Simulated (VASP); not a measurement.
# BP (F-43m) in VASP: notebook

Runs on BP. Level: PBE+D3(BJ). Tasks: single point, relaxation of cell and atoms.

Everything below comes from runs of VASP 6.6.1. Logs are shortened: lines on timing, memory, paths and dates and some standing lists are left out, and cuts for length are marked.

**1. The cell of the first run**

The structure is cubic, space group F-43m (No. 216). The conventional cell has a = 4.508 Å, b = 4.508 Å, c = 4.508 Å, α = 90.00°, β = 90.00°, γ = 90.00°. Within 2.6 Å of B (site symmetry -43m) lie 4 P at 1.95 Å. Within 2.6 Å of P (site symmetry -43m) lie 4 B at 1.95 Å.

**2. Single point, PBE+D3(BJ)**

Input file INCAR:

```
SYSTEM = BP
PREC = Accurate
ENCUT = 500
EDIFF = 1E-6
ISMEAR = 0
SIGMA = 0.02
LREAL = .FALSE.
LASPH = .TRUE.
NELM = 120
ALGO = Normal
ISIF = 2
LWAVE = .FALSE.
LCHARG = .TRUE.
GGA = PE
IVDW = 12
LELF = .TRUE.
LVHAR = .TRUE.
NBANDS = 11
GGA_COMPAT = .FALSE.
```

Input file KPOINTS:

```
Automatic mesh
0
G
  10 10 10
  0 0 0
```

Input file POSCAR:

```
BP
1.0
    0.0000000000      2.2538579677      2.2538579677
    2.2538579677      0.0000000000      2.2538579677
    2.2538579677      2.2538579677      0.0000000000
B P
1 1
Direct
    0.0000000000      0.0000000000      0.0000000000
    0.2500000000      0.2500000000      0.2500000000
```

Potentials or basis: VASP PAW PBE potentials, release 64 (B, P).

Run with:

```
$ cat potpaw_PBE.64/B/POTCAR potpaw_PBE.64/P/POTCAR > POTCAR
$ mpirun -np 1 vasp_std > vasp.out
```

OUTCAR:

```text
SYSTEM = BP
   PREC = Accurate
   ENCUT = 500
   EDIFF = 1E-6
   ISMEAR = 0
   LREAL = .FALSE.
   LASPH = .TRUE.
   NELM = 120
   ISIF = 2
   GGA = PE
   IVDW = 12
 IVDW          = 12

 ion  position               nearest neighbor table
   1  0.000  0.000  0.000-   2 1.95   2 1.95   2 1.95   2 1.95
   2  0.250  0.250  0.250-   1 1.95   1 1.95   1 1.95   1 1.95

  LATTYP: Found a face centered cubic cell.
 ALAT       =     4.5077159354

  Lattice vectors:

 A1 = (   0.0000000000,   2.2538579677,   2.2538579677)
 A2 = (   2.2538579677,   0.0000000000,   2.2538579677)
 A3 = (   2.2538579677,   2.2538579677,   0.0000000000)

Analysis of symmetry for initial positions (statically):
=====================================================================
 Subroutine PRICEL returns:
 Original cell was already a primitive cell.

 Routine SETGRP: Setting up the symmetry group for a
 face centered cubic supercell.

 Subroutine GETGRP returns: Found 24 space group operations
 (whereof 24 operations were pure point group operations)
 out of a pool of 48 trial point group operations.

The static configuration has the point symmetry T_d .

Analysis of symmetry for dynamics (positions and initial velocities):
=====================================================================
 Subroutine PRICEL returns:
 Original cell was already a primitive cell.

 Routine SETGRP: Setting up the symmetry group for a
 face centered cubic supercell.

 Subroutine GETGRP returns: Found 24 space group operations
 (whereof 24 operations were pure point group operations)
 out of a pool of 48 trial point group operations.

The dynamic configuration has the point symmetry T_d .

 Subroutine INISYM returns: Found 24 space group operations
 (whereof 24 operations are pure point group operations),
 and found     1 'primitive' translations

----------------------------------------------------------------------------------------

                                     Primitive cell

  volume of cell :      22.8986

  direct lattice vectors                    reciprocal lattice vectors
     0.000000000  2.253857968  2.253857968    -0.221841841  0.221841841  0.221841841
     2.253857968  0.000000000  2.253857968     0.221841841 -0.221841841  0.221841841
     2.253857968  2.253857968  0.000000000     0.221841841  0.221841841 -0.221841841

  length of vectors
     3.187436506  3.187436506  3.187436506     0.384241339  0.384241339  0.384241339

  position of ions in fractional coordinates (direct lattice)
     0.000000000  0.000000000  0.000000000
     0.250000000  0.250000000  0.250000000

  ion indices of the primitive-cell ions
   primitive index   ion index
                 1           1
                 2           2

----------------------------------------------------------------------------------------

 KPOINTS: Automatic mesh

Automatic generation of k-mesh.
 Grid dimensions read from file:
 generate k-points for:   10   10   10

 Generating k-lattice:

  Cartesian coordinates                     Fractional coordinates (reciprocal lattice)
    -0.022184184  0.022184184  0.022184184     0.100000000  0.000000000  0.000000000
     0.022184184 -0.022184184  0.022184184     0.000000000  0.100000000  0.000000000
     0.022184184  0.022184184 -0.022184184     0.000000000  0.000000000  0.100000000

  Length of vectors
     0.038424134  0.038424134  0.038424134

  Shift w.r.t. Gamma in fractional coordinates (k-lattice)
     0.000000000  0.000000000  0.000000000

 Subroutine IBZKPT returns following result:
 ===========================================

 Found     47 irreducible k-points:

 Following reciprocal coordinates:
            Coordinates               Weight
  0.000000  0.000000  0.000000      1.000000
  0.100000  0.000000  0.000000      8.000000
  0.200000  0.000000  0.000000      8.000000
  0.300000  0.000000  0.000000      8.000000
  0.400000  0.000000  0.000000      8.000000
  0.500000  0.000000  0.000000      4.000000
[... 16 lines left out ...]
  0.300000  0.300000  0.000000      6.000000
  0.400000  0.300000  0.000000     24.000000
 [... further k-points ...]
   k-points           NKPTS =     47   k-points in BZ     NKDIM =     47   number of bands    NBANDS=     11
   number of dos      NEDOS =    301   number of ions     NIONS =      2
   total plane-waves  NPLWV =  13824
   dimension x,y,z NGX =    24 NGY =   24 NGZ =   24
   dimension x,y,z NGXF=    48 NGYF=   48 NGZF=   48
   ions per type =               1   1
   NGX,Y,Z   is equivalent  to a cutoff of  12.52, 12.52, 12.52 a.u.
   NGXF,Y,Z  is equivalent  to a cutoff of  25.04, 25.04, 25.04 a.u.
 SYSTEM =  BP
   PREC   = accura    normal or accurate (medium, high low for compatibility)
   ISTART =      0    job   : 0-new  1-cont  2-samecut
   ICHARG =      2    charge: 1-file 2-atom 10-const
   ISPIN  =      1    spin polarized calculation?
   LNONCOLLINEAR =      F non collinear calculations
   LSORBIT =      F    spin-orbit coupling
   LASPH  =      T    aspherical Exc in radial PAW
   ENCUT  =  500.0 eV  36.75 Ry    6.06 a.u.   5.81  5.81  5.81*2*pi/ulx,y,z
   NELM   =    120;   NELMIN=  2; NELMDL= -5     # of ELM steps
   EDIFF  = 0.1E-05   stopping-criterion for ELM
   LREAL  =      F    real-space projection
   EDIFFG = 0.1E-04   stopping-criterion for IOM
   NSW    =      0    number of steps for IOM
   IBRION =     -1    ionic relax: 0-MD 1-quasi-New 2-CG
   NFREE  =      0    steps in history (QN), initial steepest desc. (CG)
   ISIF   =      2    stress and relaxation
   ISYM   =      2    0-nonsym 1-usesym 2-fastsym
   POTIM  = 0.5000    time-step for ionic-motion
   TEBEG  =    0.0;   TEEND  =   0.0 temperature during run
   PSTRESS=    0.0 pullay stress
   NELECT =       8.0000    total number of electrons
   NUPDOWN=      -1.0000    fix difference up-down
   EMIN   =  10.00;   EMAX   =-10.00  energy-range for DOS
   EFERMI =   0.00;   METHOD = LEGACY
   ISMEAR =     0;   SIGMA  =   0.02  broadening in eV -4-tet -1-fermi 0-gaus
   EFERMI_NEDOS =   21; number of points for ismear=-14 and -15
   IALGO  =     38    algorithm
   IMIX   =      4    mixing-type and parameters
     AMIX     =   0.40;   BMIX     =  1.00
     AMIX_MAG =   1.60;   BMIX_MAG =  1.00
  volume/ion in A,a.u.               =      11.45        77.26
  Fermi-wavevector in a.u.,A,eV,Ry     =   1.153015  2.178882 18.088178  1.329444
  Thomas-Fermi vector in A             =   2.289662
   LORBIT       =      0    0 simple, 1 ext, 2 COOP (PROOUT), +10 PAW based schemes
   GGA     = PE    functional components
   LHFCALC =     F    Hartree Fock is set to
   AEXX    =    0.0000 exact exchange contribution
   IVDW    =    12    specifies the selected vdW correction
   LEPSILON=     F    determine dielectric tensor
   LRPA    =     F    only Hartree local field effects (RPA)
 non-spin polarized calculation
 Gauss-broadening in eV      SIGMA  =   0.02
  energy-cutoff  :      500.00
  volume of cell :       22.90
 maximum number of plane-waves:       592
   NGX = 11   NGY = 11   NGZ = 11

 number of electron       8.0000001 magnetization

 Free energy of the ion-electron system (eV)
  ---------------------------------------------------
  ext. energy  EPLUGINS =         0.00000000
  ---------------------------------------------------
  free energy    TOTEN  =       -12.92241961 eV

  energy without entropy =      -12.92241961  energy(sigma->0) =      -12.92241961

 E-fermi :   7.8394     XC(G=0): -10.9939

 val. band max:        7.6724406400   @ k =   0.0000   0.0000   0.0000
 cond. band min:       8.8838670034   @ k =   0.4000   0.4000   0.0000
 fundamental gap:      1.2114263634
 Fermi energy:         7.8393725402

 k-point     1 :       0.0000    0.0000    0.0000
  band No.  band energies     occupation
      1      -7.9686      2.00000
      2       7.6724      2.00000
      3       7.6724      2.00000
      4       7.6724      2.00000
      5      11.1033      0.00000
      6      11.1033      0.00000
      7      11.1033      0.00000
      8      15.3544      0.00000
      9      19.3223      0.00000
     10      19.8588      0.00000
     11      19.8588      0.00000

 k-point     2 :       0.1000    0.0000    0.0000
  band No.  band energies     occupation
      1      -7.7854      2.00000
      2       6.3559      2.00000
      3       7.3723      2.00000
      4       7.3723      2.00000
      5      11.5189      0.00000
      6      11.5189      0.00000
      7      11.5600      0.00000
      8      15.8542      0.00000
      9      19.1616      0.00000
     10      19.1616      0.00000
     11      19.9021      0.00000

 k-point     3 :       0.2000    0.0000    0.0000
  band No.  band energies     occupation
      1      -7.2426      2.00000
      2       3.9842      2.00000
      3       6.8048      2.00000
      4       6.8048      2.00000
      5      11.7930      0.00000
      6      12.2463      0.00000
      7      12.2463      0.00000
      8      16.9672      0.00000
      9      18.5530      0.00000
     10      18.5530      0.00000
     11      20.7703      0.00000

 k-point     4 :       0.3000    0.0000    0.0000
  band No.  band energies     occupation
      1      -6.3694      2.00000
      2       1.5900      2.00000
      3       6.3094      2.00000
      4       6.3094      2.00000
      5      11.7208      0.00000
      6      12.5652      0.00000
      7      12.5652      0.00000
      8      17.7921      0.00000
      9      19.1522      0.00000
     10      19.1522      0.00000
     11      21.0653      0.00000
[... 239 lines left out ...]
 k-point    22 :      -0.2000    0.2000    0.0000
  band No.  band energies     occupation
      1      -6.0729      2.00000
      2       2.3754      2.00000
      3       3.4221      2.00000
      4       6.4121      2.00000
      5      12.1966      0.00000
      6      13.0421      0.00000
      7      14.1478      0.00000
      8      16.1528      0.00000
      9      17.1905      0.00000
     10      21.4407      0.00000
     11      23.7458      0.00000

 k-point    23 :       0.3000    0.3000    0.0000
  band No.  band energies     occupation
      1      -5.8172      2.00000
      2       2.8202      2.00000
      3       4.3929      2.00000
      4       4.3929      2.00000
      5       9.1812      0.00000
      6      11.5728      0.00000
      7      16.6647      0.00000
      8      16.6647      0.00000
      9      20.9974      0.00000
     10      22.1480      0.00000
     11      24.4714      0.00000

 k-point    24 :       0.4000    0.3000    0.0000
  band No.  band energies     occupation
      1      -4.9758      2.00000
      2       1.4686      2.00000
      3       3.5486      2.00000
      4       4.0939      2.00000
      5       9.4680      0.00000
      6      11.2894      0.00000
      7      17.2876      0.00000
      8      17.3006      0.00000
      9      21.9102      0.00000
     10      23.0496      0.00000
     11      25.0221      0.00000

 [... further k-points ...]

------------------------ aborting loop because EDIFF is reached ----------------------------------------

 Edisp (eV)   -0.66002

 E8    (eV) :    -0.2412

  FORCE on cell =-STRESS in cart. coord.  units (eV):
  Direction    XX          YY          ZZ          XY          YZ          ZX
  --------------------------------------------------------------------------------------
  -------------------------------------------------------------------------------------
  Total      -0.03961    -0.03961    -0.03961    -0.00000     0.00000     0.00000
  in kB      -2.77118    -2.77118    -2.77118    -0.00000     0.00000     0.00000
  external pressure =       -2.77 kB  Pullay stress =        0.00 kB

 VOLUME and BASIS-vectors are now :
 -----------------------------------------------------------------------------
  energy-cutoff  :      500.00
  volume of cell :       22.90
      direct lattice vectors                 reciprocal lattice vectors
     0.000000000  2.253857968  2.253857968    -0.221841841  0.221841841  0.221841841
     2.253857968  0.000000000  2.253857968     0.221841841 -0.221841841  0.221841841
     2.253857968  2.253857968  0.000000000     0.221841841  0.221841841 -0.221841841

 POSITION                                       TOTAL-FORCE (eV/Angst)
 -----------------------------------------------------------------------------------
      0.00000      0.00000      0.00000         0.000000      0.000000      0.000000
      1.12693      1.12693      1.12693        -0.000000     -0.000000     -0.000000
 -----------------------------------------------------------------------------------
    total drift:                                0.000000      0.000000      0.000000

  FREE ENERGIE OF THE ION-ELECTRON SYSTEM (eV)
  ---------------------------------------------------
  free  energy   TOTEN  =       -13.5824435198 eV

  energy  without entropy=      -13.5824435198  energy(sigma->0) =      -13.58244352
```

It took 9.4 s on 1 thread of Intel Xeon Platinum 8488C (Sapphire Rapids), shared host; peak memory 0.15 GiB.

What came out:

```yaml
Free_energy: -13.5824 eV
Pressure: -0.3 GPa
Band_gap_on_the_k_mesh: 1.21 eV (least direct gap 3.43 eV)
Dispersion_energy_per_atom: -0.330 eV
```

Levels at points of the mesh, in eV from the valence-band top:
| k point | band 1 | band 2 | band 3 | band 4 | band 5 | band 6 | band 7 | band 8 | band 9 |
| --- | --- | --- | --- | --- | --- | --- | --- | --- | --- |
| (0.00, 0.00, 0.00) | -15.64 | 0.00 | 0.00 | 0.00 | 3.43 | 3.43 | 3.43 | 7.68 | 11.65 |
| (0.50, 0.00, 0.00) | -12.24 | -9.18 | -1.78 | -1.78 | 3.90 | 4.73 | 4.73 | 10.20 | 14.76 |
| (0.50, 0.50, 0.00) | -10.68 | -8.69 | -4.19 | -4.19 | 1.29 | 1.64 | 12.31 | 12.31 | 15.48 |

A k mesh can miss the band edges.

(Part 1 of 2 ends here.)
